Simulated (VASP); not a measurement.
# GaP (F-43m) in VASP: further runs

Aim: see how the results for GaP move with the level of theory and the settings. Levels: PBEsol+D4, PBEsol, LDA. Tasks: single point.

Program: VASP 6.6.1. These are calculated values, not measurements. Logs are shortened: lines on timing, memory, paths and dates and some standing lists are left out, and cuts for length are marked.

**Experimental background.**

“Stacking defects in GaP nanowires: Electronic structure and optical properties”, 2018, arxiv:1810.01194 quotes, for a bulk crystal of GaP at 10 K: band gap 2.34 eV (indirect).

The results are compared with them further down.

## 1. The cell of the first run

The structure is cubic, space group F-43m (No. 216). Conventional cell: a = 5.451 Å, b = 5.451 Å, c = 5.451 Å, α = 90.00°, β = 90.00°, γ = 90.00°. Within 3.1 Å of Ga (site symmetry -43m) lie 4 P at 2.36 Å. P (site symmetry -43m) has 4 Ga at 2.36 Å within 3.1 Å.

## 2. Single point, PBEsol+D4

The input, INCAR:

```
SYSTEM = GaP
ALGO = Normal
EDIFF = 1E-6
ENCUT = 500
GGA = PS
GGA_COMPAT = .False.
ISIF = 2
ISMEAR = 0
IVDW = 13
LASPH = .True.
LCHARG = .False.
LREAL = .False.
LWAVE = .False.
NBANDS = 16
NELM = 120
PREC = Accurate
SIGMA = 0.01
```

The input, KPOINTS:

```
k-points
0
Gamma
  6 6 6
  0 0 0
```

The input, POSCAR:

```
GaP
1.0
    0.0000000000      2.7254102088      2.7254102088
    2.7254102088      0.0000000000      2.7254102088
    2.7254102088      2.7254102088      0.0000000000
Ga P
1 1
Direct
    0.0000000000      0.0000000000      0.0000000000
    0.2500000000      0.2500000000      0.2500000000
```

Potentials or basis: VASP PAW PBE potentials, release 64 (Ga_d, P).

Command:

```sh
cat potpaw_PBE.64/Ga_d/POTCAR potpaw_PBE.64/P/POTCAR > POTCAR
mpirun -np 1 vasp_std > vasp.out
```

OUTCAR:

```text
SYSTEM = GaP
   EDIFF = 1E-6
   ENCUT = 500
   GGA = PS
   ISIF = 2
   ISMEAR = 0
   IVDW = 13
   LASPH = .True.
   LREAL = .False.
   NELM = 120
   PREC = Accurate

 ion  position               nearest neighbor table
   1  0.000  0.000  0.000-   2 2.36   2 2.36   2 2.36   2 2.36
   2  0.250  0.250  0.250-   1 2.36   1 2.36   1 2.36   1 2.36

  LATTYP: Found a face centered cubic cell.
 ALAT       =     5.4508204176

  Lattice vectors:

 A1 = (   0.0000000000,   2.7254102088,   2.7254102088)
 A2 = (   2.7254102088,   0.0000000000,   2.7254102088)
 A3 = (   2.7254102088,   2.7254102088,   0.0000000000)

Analysis of symmetry for initial positions (statically):
[... 5 lines left out ...]
 face centered cubic supercell.

 Subroutine GETGRP returns: Found 24 space group operations
 (whereof 24 operations were pure point group operations)
 out of a pool of 48 trial point group operations.

The static configuration has the point symmetry T_d .

Analysis of symmetry for dynamics (positions and initial velocities):
[... 5 lines left out ...]
 face centered cubic supercell.

 Subroutine GETGRP returns: Found 24 space group operations
 (whereof 24 operations were pure point group operations)
 out of a pool of 48 trial point group operations.

The dynamic configuration has the point symmetry T_d .

 Subroutine INISYM returns: Found 24 space group operations
 (whereof 24 operations are pure point group operations),
 and found     1 'primitive' translations

----------------------------------------------------------------------------------------

                                     Primitive cell

  volume of cell :      40.4879

  direct lattice vectors                    reciprocal lattice vectors
     0.000000000  2.725410209  2.725410209    -0.183458622  0.183458622  0.183458622
     2.725410209  0.000000000  2.725410209     0.183458622 -0.183458622  0.183458622
     2.725410209  2.725410209  0.000000000     0.183458622  0.183458622 -0.183458622

  length of vectors
     3.854312080  3.854312080  3.854312080     0.317759654  0.317759654  0.317759654

  position of ions in fractional coordinates (direct lattice)
     0.000000000  0.000000000  0.000000000
     0.250000000  0.250000000  0.250000000

  ion indices of the primitive-cell ions
   primitive index   ion index
                 1           1
                 2           2

----------------------------------------------------------------------------------------

 KPOINTS: k-points

Automatic generation of k-mesh.
 Grid dimensions read from file:
 generate k-points for:    6    6    6

 Generating k-lattice:

  Cartesian coordinates                     Fractional coordinates (reciprocal lattice)
    -0.030576437  0.030576437  0.030576437     0.166666667  0.000000000  0.000000000
     0.030576437 -0.030576437  0.030576437     0.000000000  0.166666667  0.000000000
     0.030576437  0.030576437 -0.030576437     0.000000000  0.000000000  0.166666667

  Length of vectors
     0.052959942  0.052959942  0.052959942

  Shift w.r.t. Gamma in fractional coordinates (k-lattice)
     0.000000000  0.000000000  0.000000000

 Subroutine IBZKPT returns following result:
 ===========================================

 Found     16 irreducible k-points:

 Following reciprocal coordinates:
            Coordinates               Weight
  0.000000  0.000000  0.000000      1.000000
  0.166667  0.000000  0.000000      8.000000
  0.333333  0.000000  0.000000      8.000000
  0.500000  0.000000  0.000000      4.000000
  0.166667  0.166667  0.000000      6.000000
  0.333333  0.166667  0.000000     24.000000
[... 8 lines left out ...]
 -0.333333  0.333333  0.166667     24.000000
 -0.333333  0.500000  0.166667     12.000000
   k-points           NKPTS =     16   k-points in BZ     NKDIM =     16   number of bands    NBANDS=     16
   number of dos      NEDOS =    301   number of ions     NIONS =      2
   total plane-waves  NPLWV =  21952
   dimension x,y,z NGX =    28 NGY =   28 NGZ =   28
   dimension x,y,z NGXF=    56 NGYF=   56 NGZF=   56
   ions per type =               1   1
   NGX,Y,Z   is equivalent  to a cutoff of  12.08, 12.08, 12.08 a.u.
   NGXF,Y,Z  is equivalent  to a cutoff of  24.15, 24.15, 24.15 a.u.
 SYSTEM =  GaP
   PREC   = accura    normal or accurate (medium, high low for compatibility)
   ISTART =      0    job   : 0-new  1-cont  2-samecut
   ICHARG =      2    charge: 1-file 2-atom 10-const
   ISPIN  =      1    spin polarized calculation?
   LNONCOLLINEAR =      F non collinear calculations
   LSORBIT =      F    spin-orbit coupling
   LASPH  =      T    aspherical Exc in radial PAW
   ENCUT  =  500.0 eV  36.75 Ry    6.06 a.u.   7.03  7.03  7.03*2*pi/ulx,y,z
   NELM   =    120;   NELMIN=  2; NELMDL= -5     # of ELM steps
   EDIFF  = 0.1E-05   stopping-criterion for ELM
   LREAL  =      F    real-space projection
   EDIFFG = 0.1E-04   stopping-criterion for IOM
   NSW    =      0    number of steps for IOM
   IBRION =     -1    ionic relax: 0-MD 1-quasi-New 2-CG
   NFREE  =      0    steps in history (QN), initial steepest desc. (CG)
   ISIF   =      2    stress and relaxation
   ISYM   =      2    0-nonsym 1-usesym 2-fastsym
   POTIM  = 0.5000    time-step for ionic-motion
   TEBEG  =    0.0;   TEEND  =   0.0 temperature during run
   PSTRESS=    0.0 pullay stress
   NELECT =      18.0000    total number of electrons
   NUPDOWN=      -1.0000    fix difference up-down
   EMIN   =  10.00;   EMAX   =-10.00  energy-range for DOS
   EFERMI =   0.00;   METHOD = LEGACY
   ISMEAR =     0;   SIGMA  =   0.01  broadening in eV -4-tet -1-fermi 0-gaus
   EFERMI_NEDOS =   21; number of points for ismear=-14 and -15
   IALGO  =     38    algorithm
   IMIX   =      4    mixing-type and parameters
     AMIX     =   0.40;   BMIX     =  1.00
     AMIX_MAG =   1.60;   BMIX_MAG =  1.00
  volume/ion in A,a.u.               =      20.24       136.61
  Fermi-wavevector in a.u.,A,eV,Ry     =   1.249464  2.361145 21.240879  1.561161
  Thomas-Fermi vector in A             =   2.383503
   LORBIT       =      0    0 simple, 1 ext, 2 COOP (PROOUT), +10 PAW based schemes
   GGA     = PS    functional components
   LHFCALC =     F    Hartree Fock is set to
   AEXX    =    0.0000 exact exchange contribution
   IVDW    =    13    specifies the selected vdW correction
   LEPSILON=     F    determine dielectric tensor
   LRPA    =     F    only Hartree local field effects (RPA)
 non-spin polarized calculation
 Gauss-broadening in eV      SIGMA  =   0.01
  energy-cutoff  :      500.00
  volume of cell :       40.49
 maximum number of plane-waves:      1056
   NGX = 13   NGY = 13   NGZ = 13

 number of electron      18.0000016 magnetization

 Free energy of the ion-electron system (eV)
  ---------------------------------------------------
  ext. energy  EPLUGINS =         0.00000000
  ---------------------------------------------------
  free energy    TOTEN  =        -9.90560405 eV

  energy without entropy =       -9.90560405  energy(sigma->0) =       -9.90560405

 E-fermi :   4.7035     XC(G=0): -10.0179

 val. band max:        4.5737059031   @ k =   0.0000   0.0000   0.0000
 cond. band min:       6.0859676529   @ k =   0.5000   0.5000   0.0000
 fundamental gap:      1.5122617498
 Fermi energy:         4.7034696948

 k-point     1 :       0.0000    0.0000    0.0000
  band No.  band energies     occupation
      1      -9.9744      2.00000
      2      -9.9744      2.00000
      3      -9.9744      2.00000
      4      -9.8740      2.00000
      5      -9.8740      2.00000
      6      -7.9505      2.00000
[... 8 lines left out ...]
     15      14.3413      0.00000
     16      14.3413      0.00000

 k-point     2 :       0.1667    0.0000    0.0000
  band No.  band energies     occupation
      1      -9.9975      2.00000
      2      -9.9665      2.00000
      3      -9.9665      2.00000
      4      -9.8739      2.00000
      5      -9.8739      2.00000
      6      -7.5920      2.00000
[... 8 lines left out ...]
     15      13.4798      0.00000
     16      14.4147      0.00000

 k-point     3 :       0.3333    0.0000    0.0000
  band No.  band energies     occupation
      1     -10.0381      2.00000
      2      -9.9538      2.00000
      3      -9.9538      2.00000
      4      -9.8704      2.00000
      5      -9.8704      2.00000
      6      -6.6361      2.00000
[... 8 lines left out ...]
     15      14.1613      0.00000
     16      14.1613      0.00000

 k-point     4 :       0.5000    0.0000    0.0000
  band No.  band energies     occupation
      1     -10.0565      2.00000
      2      -9.9495      2.00000
      3      -9.9495      2.00000
      4      -9.8666      2.00000
      5      -9.8666      2.00000
      6      -5.8598      2.00000
[... 8 lines left out ...]
     15      16.2373      0.00000
     16      16.2373      0.00000

 k-point     5 :       0.1667    0.1667    0.0000
  band No.  band energies     occupation
      1     -10.0114      2.00000
      2      -9.9586      2.00000
      3      -9.9586      2.00000
      4      -9.8816      2.00000
      5      -9.8685      2.00000
      6      -7.4731      2.00000
[... 8 lines left out ...]
     15      14.7759      0.00000
     16      15.2383      0.00000

 k-point     6 :       0.3333    0.1667    0.0000
  band No.  band energies     occupation
      1     -10.0420      2.00000
      2      -9.9475      2.00000
      3      -9.9440      2.00000
      4      -9.8853      2.00000
      5      -9.8640      2.00000
      6      -6.7048      2.00000
[... 8 lines left out ...]
     15      15.2765      0.00000
     16      16.0517      0.00000

 k-point     7 :       0.5000    0.1667    0.0000
  band No.  band energies     occupation
      1     -10.0596      2.00000
      2      -9.9445      2.00000
      3      -9.9382      2.00000
      4      -9.8783      2.00000
      5      -9.8643      2.00000
      6      -5.7182      2.00000
[... 8 lines left out ...]
     15      16.2529      0.00000
     16      16.7207      0.00000

 k-point     8 :      -0.3333    0.1667    0.0000
  band No.  band energies     occupation
      1     -10.0522      2.00000
      2      -9.9465      2.00000
      3      -9.9429      2.00000
      4      -9.8730      2.00000
      5      -9.8708      2.00000
      6      -6.0089      2.00000
[... 8 lines left out ...]
     15      15.2287      0.00000
     16      16.8967      0.00000

 k-point     9 :      -0.1667    0.1667    0.0000
  band No.  band energies     occupation
      1     -10.0245      2.00000
      2      -9.9571      2.00000
      3      -9.9538      2.00000
      4      -9.8778      2.00000
      5      -9.8700      2.00000
      6      -7.0276      2.00000
[... 8 lines left out ...]
     15      14.7521      0.00000
     16      16.0467      0.00000

 k-point    10 :       0.3333    0.3333    0.0000
  band No.  band energies     occupation
      1     -10.0685      2.00000
      2      -9.9257      2.00000
      3      -9.9257      2.00000
      4      -9.9003      2.00000
      5      -9.8575      2.00000
      6      -6.1709      2.00000
[... 8 lines left out ...]
     15      15.9715      0.00000
     16      18.8301      0.00000

 k-point    11 :       0.5000    0.3333    0.0000
  band No.  band energies     occupation
      1     -10.0790      2.00000
      2      -9.9237      2.00000
      3      -9.9174      2.00000
      4      -9.8992      2.00000
      5      -9.8573      2.00000
      6      -5.2961      2.00000
[... 8 lines left out ...]
     15      16.4807      0.00000
     16      17.7859      0.00000

 k-point    12 :      -0.3333    0.3333    0.0000
  band No.  band energies     occupation
      1     -10.0681      2.00000
      2      -9.9359      2.00000
      3      -9.9242      2.00000
      4      -9.8853      2.00000
      5      -9.8671      2.00000
      6      -5.1891      2.00000
[... 8 lines left out ...]
     15      14.0959      0.00000
     16      19.4722      0.00000

 k-point    13 :       0.5000    0.5000    0.0000
  band No.  band energies     occupation
      1     -10.0924      2.00000
      2      -9.9106      2.00000
      3      -9.9086      2.00000
      4      -9.9086      2.00000
      5      -9.8521      2.00000
      6      -4.9477      2.00000
[... 8 lines left out ...]
     15      16.9865      0.00000
     16      17.5174      0.00000

 k-point    14 :       0.5000    0.3333    0.1667
  band No.  band energies     occupation
      1     -10.0614      2.00000
      2      -9.9399      2.00000
      3      -9.9286      2.00000
      4      -9.8885      2.00000
      5      -9.8631      2.00000
      6      -5.8520      2.00000
[... 8 lines left out ...]
     15      16.3089      0.00000
     16      17.7996      0.00000

 k-point    15 :      -0.3333    0.3333    0.1667
  band No.  band energies     occupation
      1     -10.0674      2.00000
      2      -9.9399      2.00000
      3      -9.9218      2.00000
      4      -9.8851      2.00000
      5      -9.8663      2.00000
      6      -5.1866      2.00000
[... 8 lines left out ...]
     15      16.9825      0.00000
     16      17.2844      0.00000

 k-point    16 :      -0.3333    0.5000    0.1667
  band No.  band energies     occupation
      1     -10.0783      2.00000
      2      -9.9284      2.00000
      3      -9.9139      2.00000
      4      -9.8950      2.00000
      5      -9.8607      2.00000
      6      -4.8763      2.00000
[... 8 lines left out ...]
     15      16.4597      0.00000
     16      18.1539      0.00000

------------------------ aborting loop because EDIFF is reached ----------------------------------------

  DFT-D4 for vdW energy calculation

  Edisp (eV):   -0.47385

  FORCE on cell =-STRESS in cart. coord.  units (eV):
  Direction    XX          YY          ZZ          XY          YZ          ZX
  --------------------------------------------------------------------------------------
  -------------------------------------------------------------------------------------
  Total      -0.60128    -0.60128    -0.60128     0.00000     0.00000     0.00000
  in kB     -23.79382   -23.79382   -23.79382     0.00000     0.00000     0.00000
  external pressure =      -23.79 kB  Pullay stress =        0.00 kB

 VOLUME and BASIS-vectors are now :
 -----------------------------------------------------------------------------
  energy-cutoff  :      500.00
  volume of cell :       40.49
      direct lattice vectors                 reciprocal lattice vectors
     0.000000000  2.725410209  2.725410209    -0.183458622  0.183458622  0.183458622
     2.725410209  0.000000000  2.725410209     0.183458622 -0.183458622  0.183458622
     2.725410209  2.725410209  0.000000000     0.183458622  0.183458622 -0.183458622

 POSITION                                       TOTAL-FORCE (eV/Angst)
 -----------------------------------------------------------------------------------
      0.00000      0.00000      0.00000         0.000000      0.000000      0.000000
      1.36271      1.36271      1.36271        -0.000000     -0.000000     -0.000000
 -----------------------------------------------------------------------------------
    total drift:                                0.000001      0.000001      0.000001

  FREE ENERGIE OF THE ION-ELECTRON SYSTEM (eV)
  ---------------------------------------------------
  free  energy   TOTEN  =       -10.3794562946 eV

  energy  without entropy=      -10.3794562946  energy(sigma->0) =      -10.37945629
```

Run time: 6.7 s. Hardware: 1 thread of AMD EPYC 9R45 (Zen 5), shared host; peak memory 0.12 GiB.

What came out:

```
Free energy                : -10.3795 eV
Pressure                   : -2.4 GPa
Band gap on the k mesh     : 1.51 eV, indirect (least direct gap 1.75 eV)
Dispersion energy per atom : -0.237 eV
```

Caveat: the PAW data sets were made with another functional, which shifts forces and pressure a little.

(Continued in part 2 of 2.)
